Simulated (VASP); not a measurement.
Set up this calculation in VASP 6.6.1, as the native input.

* Task: single point
* Functional: PBE
* Potentials or basis: VASP PAW PBE potentials, release 64 (Hf_pv, Si, O)
* Cutoff: 520 eV
* k mesh: 6 × 6 × 6
* Occupations: gaussian, width 0.02 eV
* Spin: no spin polarisation
* Dipole correction: no
* Further INCAR settings: ALGO = Normal; EDIFF = 1e-07; NBANDS = 50

The structure of HfSiO4 lies in POSCAR:

```
HfSiO4
1.0
   -3.3227452087      3.3227452087      3.0072237760
    3.3227452087     -3.3227452087      3.0072237760
    3.3227452087      3.3227452087     -3.0072237760
Hf Si O
2 2 8
Direct
    0.7500000000      0.2500000000      0.5000000000
    0.0000000000      0.0000000000      0.0000000000
    0.2500000000      0.7500000000      0.5000000000
    0.5000000000      0.5000000000      0.0000000000
    0.1347369476      0.3189317719      0.8158051757
    0.0689317719      0.7531265962      0.6841948243
    0.5031265962      0.3189317719      0.1841948243
    0.0689317719      0.3847369476      0.3158051757
    0.6152630524      0.9310682281      0.6841948243
    0.6810682281      0.8652630524      0.1841948243
    0.2468734038      0.9310682281      0.3158051757
    0.6810682281      0.4968734038      0.8158051757
```

These files were run (other wordings do the same):

INCAR

```
SYSTEM = HfSiO4
  PREC = Accurate
  ENCUT = 520
  EDIFF = 1E-7
  ISMEAR = 0
  SIGMA = 0.02
  LREAL = .False.
  LASPH = .True.
  NELM = 60
  ALGO = Normal
  ISIF = 2
  LWAVE = .False.
  LCHARG = .False.
  GGA = PE
  NBANDS = 50
```

KPOINTS

```
regular mesh
0
Gamma
  6 6 6
  0 0 0
```

Potentials or basis: VASP PAW PBE potentials, release 64 (Hf_pv, Si, O).

Command:

```console
$ cat potpaw_PBE.64/Hf_pv/POTCAR potpaw_PBE.64/Si/POTCAR potpaw_PBE.64/O/POTCAR > POTCAR
$ mpirun -np 1 vasp_std > vasp.out
```

Results of the run:

| Quantity | Value |
| --- | --- |
| Pressure | -1.6 GPa |
| Largest force | 0.185 eV/Å |
| Band gap on the k mesh | 5.27 eV, indirect (least direct gap 5.60 eV) |

Caveat: spin-orbit coupling is left out, which moves the levels of the heavy elements.

It took 3.5 min on 1 thread of Intel(R) Xeon(R) Platinum 8375C CPU @ 2.90GHz (Ice Lake), on a shared host, peak memory 0.34 GiB.
